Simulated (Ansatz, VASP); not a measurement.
Two plane-wave programs on WC

```
W C
1.0
     2.90050    0.00000    0.00000
    -1.45025    2.51191    0.00000
     0.00000    0.00000    2.82900
W C
1 1
Cartesian
  0.0000 0.0000 0.2625
  1.4503 0.8373 1.4145
```

Change from the starting cell: all W atoms moved +0.263 Å, as atom 1 along Cartesian [0 0 1].

Alike in both runs: task single point; functional PBE; k mesh 18 × 18 × 16; occupations gaussian, width 0.15 eV; no spin polarisation.

|  | VASP | Ansatz |
| --- | --- | --- |
| version | VASP 6.6.1 | Ansatz 0.2.0 |
| potentials or method | VASP PAW PBE potentials, release 64 (W_sv, C), cutoff 520 eV | scalar-relativistic, plane waves, PAW |
| valence electrons in the cell | 18 | 18 |

VASP gave:

| Quantity | Value |
| --- | --- |
| gap on the k mesh at the Fermi level (eV) | none |
| pressure (GPa) | 25.4 |
| traceless stress, the component that is largest in VASP (GPa) | 1.73 |
| rms of the force components (eV/Å) | 2.511 |

Question: Which values does Ansatz return?

Answer: gap on the k mesh at the Fermi level (eV): none; pressure (GPa): 24.1; traceless stress, the component that is largest in VASP (GPa): 1.61; rms of the force components (eV/Å): 2.490.

Atom by atom the forces differ by 0.021 eV/Å (rms over components). A gap of «none» marks a metal or a gap that the smearing closes. The functional is the same, so the differences come from potentials, cutoffs and numerics.

Spin-orbit coupling is off throughout.
